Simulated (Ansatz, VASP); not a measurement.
**NiO in VASP and in Ansatz**

```
Ni O
1.0
     0.00000    2.10818    2.10818
     2.10818    0.00000    2.10818
     2.10818    2.10818    0.00000
Ni O
1 1
Cartesian
  0.0000 0.0000 0.0000
  2.1082 2.1082 2.1082
```

Alike in both runs: functional PBE; k mesh 22 × 22 × 22; occupations gaussian, width 0.1 eV; collinear spin.

Ansatz relaxed the structure, and its values are those at the end. VASP's run is a single point on that final structure, the one shown.

```csv
,VASP,Ansatz
version,VASP 6.6.1,Ansatz 0.2.0
potentials or method,"VASP PAW PBE potentials, release 64 (Ni, O), cutoff 520 eV","scalar-relativistic, plane waves, PAW"
valence electrons in the cell,16,24
```

```tsv
	VASP	Ansatz	Ansatz less VASP
gap on the k mesh at the Fermi level (eV)	none	none	-
pressure (GPa)	-0.5	0.0	+0.46
net moment per atom (μB)	0.89	0.90	+0.017
size of the moment on the site where the two differ most (μB)	0.27	0.29	+0.023
```

Site moments also hang on the region over which each program counts them. A gap of «none» marks a metal or a gap that the smearing closes. VASP's potentials hold 16 valence electrons a cell and Ansatz's 24, so a difference there can come from the potentials and not from the codes.
